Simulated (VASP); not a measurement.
Input of a VASP 6.6.1 run:

File INCAR:

```
SYSTEM = C19O
ALGO = Normal ; EDIFF = 1E-6
ENCUT = 520 ; GGA = PE
ISIF = 2 ; ISMEAR = 0
IVDW = 12 ; LASPH = .True.
LCHARG = .False. ; LREAL = Auto
LWAVE = .False. ; NBANDS = 57
NELM = 60 ; PREC = Accurate
SIGMA = 0.02
```

File KPOINTS:

```
k-points
0
Gamma
  2 2 1
  0 0 0
```

File POSCAR:

```
C19O
1.0
    7.3980000000      0.0000000000      0.0000000000
   -3.6990000000      6.4068560000      0.0000000000
    0.0000000000      0.0000000000     12.0000000000
C O
19 1
Direct
    0.0033664288      0.0076847365      0.0831249167
    0.2231544631      0.1133875960      0.0738728333
    0.0018568429      0.3350621584      0.0741825000
    0.2214706203      0.4448690590      0.0742065000
    0.0033815166      0.6639538956      0.0831217500
    0.2231652779      0.7780337189      0.0738741667
    0.3340418001      0.0011547005      0.0741961667
    0.5536565446      0.1109619133      0.0741744167
    0.3323477900      0.3326266425      0.0738804167
    0.5521287158      0.4383252878      0.0831320833
    0.3323585638      0.6679880116      0.0738792500
    0.5521439292      0.7820756390      0.0831353333
    0.6640428038     -0.0014020918      0.0794066667
    0.8914686250      0.1123114052      0.0794080000
    0.6640382004      0.3337095449      0.0794033333
    0.8914730378      0.4474264756      0.0794046667
    0.6538399182      0.6610537212      0.1104298333
    0.9016779622      0.7849728478      0.1104063333
    0.7777707619      0.7228991880      0.2142887500
    0.7778469806      0.7224287544      0.3141380000
```

Potentials or basis: VASP PAW PBE potentials, release 64 (C, O).

Run with:

```bash
$ cat potpaw_PBE.64/C/POTCAR potpaw_PBE.64/O/POTCAR > POTCAR
$ mpirun -np 1 vasp_std > vasp.out
```

(1) What does it give for the dispersion energy per atom?

(2) What does it give for the band gap on the k mesh?

(3) Estimate the largest force.

## Answers

(1) -0.089 eV.

(2) 0.23 eV, direct.

(3) 0.565 eV/Å.

Caveat: the k points lie up to 0.49 Å⁻¹ apart.
